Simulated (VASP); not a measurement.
Set up this calculation in VASP 6.6.1, as the native input.

```
Task                   : electric field gradients
Functional             : PBE
Potentials or basis    : VASP PAW PBE potentials, release 64 (Si, O)
Cutoff                 : 520 eV
k mesh                 : 6 × 6 × 4
Occupations            : fermi-dirac, width 0.01 eV
Spin                   : no spin polarisation
Dipole correction      : no
Further INCAR settings : ALGO = Normal; EDIFF = 1e-08; NBANDS = 44
```

The structure of SiO2 lies in POSCAR:

```
SiO2
1.0
    4.9820000000      0.0000000000      0.0000000000
    0.0000000000      4.9820000000      0.0000000000
    0.0000000000      0.0000000000      6.9630000000
Si O
4 8
Direct
    0.2989700000      0.2989700000      0.0000000000
    0.2010300000      0.7989700000      0.2500000000
    0.7010300000      0.7010300000      0.5000000000
    0.7989700000      0.2010300000      0.7500000000
    0.2398900000      0.1034700000      0.1781300000
    0.3965300000      0.7398900000      0.4281300000
    0.7601100000      0.8965300000      0.6781300000
    0.6034700000      0.2601100000      0.9281300000
    0.7398900000      0.3965300000      0.5718700000
    0.8965300000      0.7601100000      0.3218700000
    0.2601100000      0.6034700000      0.0718700000
    0.1034700000      0.2398900000      0.8218700000
```

The input as run:

INCAR

```
ALGO = Normal
EDIFF = 1E-8
ENCUT = 520
GGA = PE
GGA_COMPAT = F
ISIF = 2
ISMEAR = -1
LASPH = T
LCHARG = F
LEFG = T
LREAL = F
LWAVE = F
NBANDS = 44
NELM = 120
PREC = Accurate
SIGMA = 0.01
```

KPOINTS

```
k-points
0
Gamma
  6 6 4
```

Potentials or basis: VASP PAW PBE potentials, release 64 (Si, O).

The run is started by

```sh
$ cat potpaw_PBE.64/Si/POTCAR potpaw_PBE.64/O/POTCAR > POTCAR
$ mpirun -np 1 vasp_std > vasp.out
```

It gave:

```json
{"Pressure": "6.4 GPa", "Largest force": "0.405 eV/Å", "Band gap on the k mesh": "5.76 eV", "Largest electric field gradient by atom": "Si -2.8; O +87.5 V/Å²"}
```

Caveat: the cell stands under pressure; without QUAD_EFG the Cq values of the log hold for a quadrupole moment of 1 mb, not for the nuclei.

Run time: 4.4 min on 1 thread of Oxide Virtual Turin-like Processor, on a shared host, peak memory 0.33 GiB.
